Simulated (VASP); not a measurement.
CaPtCl6, 8 atoms in the cell. It takes space group R-3 (No. 148, trigonal). Conventional cell: a = 6.183 Å, b = 6.183 Å, c = 17.237 Å, α = 90.00°, β = 90.00°, γ = 120.00°. Within 3.6 Å of Ca (site symmetry -3) lie 6 Cl at 2.76 Å. Pt (site symmetry -3) has 6 Cl at 2.32 Å within 3.1 Å. Cl (site symmetry 1) has 1 Pt at 2.32 Å and 1 Ca at 2.76 Å within 3.1 Å. 

```yaml
Program: VASP 6.6.1
Task: single point
Functional: PBEsol
Potentials_or_basis: VASP PAW PBE potentials, release 64 (Ca_sv, Pt, Cl)
Cutoff: 520 eV
k_mesh: 4 × 4 × 4
Occupations: fermi-dirac, width 0.05 eV
Spin: no spin polarisation
Dipole_correction: no
Further_INCAR_settings: ALGO = Normal; EDIFF = 1e-06; NBANDS = 41
```

Potentials or basis: VASP PAW PBE potentials, release 64 (Ca_sv, Pt, Cl).

Command:

```sh
$ cat potpaw_PBE.64/Ca_sv/POTCAR potpaw_PBE.64/Pt/POTCAR potpaw_PBE.64/Cl/POTCAR > POTCAR
$ mpirun -np 1 vasp_std > vasp.out
```

Hardware: 1 thread of Intel(R) Xeon(R) 6975P-C (Granite Rapids) (shared host).

Estimate the wall time of this run.

It took 2.7 min on 1 thread of Intel(R) Xeon(R) 6975P-C (Granite Rapids), with other jobs on the host, peak memory 0.47 GiB. Counts: scf iterations 15, k points 36.
